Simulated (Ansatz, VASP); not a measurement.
**Two plane-wave programs on Sc4Al**

Contents of INCAR:

```
SYSTEM = Sc4Al
  ALGO = Normal
  EDIFF = 1E-6
  ENCUT = 520
  GGA = PE
  ISIF = 2
  ISMEAR = 0
  LASPH = .True.
  LCHARG = .False.
  LREAL = .False.
  LWAVE = .False.
  NBANDS = 32
  NELM = 60
  PREC = Accurate
  SIGMA = 0.1
```

File KPOINTS:

```
k-points
0
Gamma
  6 6 6
  0 0 0
```

The input POSCAR:

```
Sc4Al
1.0
   -3.2820137600      3.2820137600      2.0757277600
    3.2820137600     -3.2820137600      2.0757277600
    3.2820137600      3.2820137600     -2.0757277600
Sc Al
4 1
Direct
    0.8000000000      0.4000000000      0.2000000000
    0.4000000000      0.2000000000      0.6000000000
    0.6000000000      0.8000000000      0.4000000000
    0.2000000000      0.6000000000      0.8000000000
    0.0000000000      0.0000000000      0.0000000000
```

Input for Ansatz:

```yaml
crystal:
  lattice:
    - [-3.28201376, 3.28201376, 2.07572776]
    - [3.28201376, -3.28201376, 2.07572776]
    - [3.28201376, 3.28201376, -2.07572776]
  atoms:
    - { symbol: Sc, position: [0.8, 0.4, 0.2] }
    - { symbol: Sc, position: [0.4, 0.2, 0.6] }
    - { symbol: Sc, position: [0.6, 0.8, 0.4] }
    - { symbol: Sc, position: [0.2, 0.6, 0.8] }
    - { symbol: Al, position: [0.0, 0.0, 0.0] }
basis:
  ecutwfc: 420
kpoints:
  mp_grid: { grid: [6, 6, 6] }
hamiltonian:
  xc: pbe
scf:
  occupations: { method: gaussian, width: 0.1 }
  lower_state_search: "off"
output:
  forces: true
  stress: true
  eigenvalues: true
```

Alike in both runs: task single point; functional PBE; k mesh 6 × 6 × 6; occupations gaussian, width 0.1 eV; no spin polarisation.

```csv
,VASP,Ansatz
version,VASP 6.6.1,Ansatz 0.2.0
potentials or method,"VASP PAW PBE potentials, release 64 (Sc_sv, Al), cutoff 520 eV","scalar-relativistic, plane waves, PAW"
valence electrons in the cell,47,47
```

```csv
,VASP,Ansatz,Ansatz less VASP
gap on the k mesh at the Fermi level (eV),none,none,-
pressure (GPa),19.7,19.5,-0.15
"traceless stress, the component that is largest in VASP (GPa)",-0.07,-0.07,-0.003
rms of the force components (eV/Å),0.287,0.286,-0.0012
```

Atom by atom the forces differ by 0.002 eV/Å (rms over components). A gap of «none» marks a metal or a gap that the smearing closes.
